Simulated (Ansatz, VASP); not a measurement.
**Ge in VASP and in Ansatz**

```
CELL_PARAMETERS angstrom
0.00000 2.92595 2.92595
2.92595 0.00000 2.92595
2.92595 2.92595 0.00000
ATOMIC_POSITIONS crystal
Ge 0.00000 0.00000 0.00000
Ge 0.25000 0.25000 0.25000
```

Change from the starting cell: hydrostatic strain +3.1%.

Alike in both runs: task single point; functional PBE; k mesh 8 × 8 × 8; occupations fermi-dirac, width 0.02 eV; no spin polarisation.

|  | VASP | Ansatz |
| --- | --- | --- |
| version | VASP 6.6.1 | Ansatz 0.2.0 |
| potentials or method | VASP PAW PBE potentials, release 64 (Ge_d) | plane waves, PAW |
| plane-wave cutoff (eV) | 520 | 420 |
| valence electrons in the cell | 28 | 28 |

|  | VASP | Ansatz | Ansatz less VASP |
| --- | --- | --- | --- |
| pressure (GPa) | -2.5 | -2.5 | +0.02 |
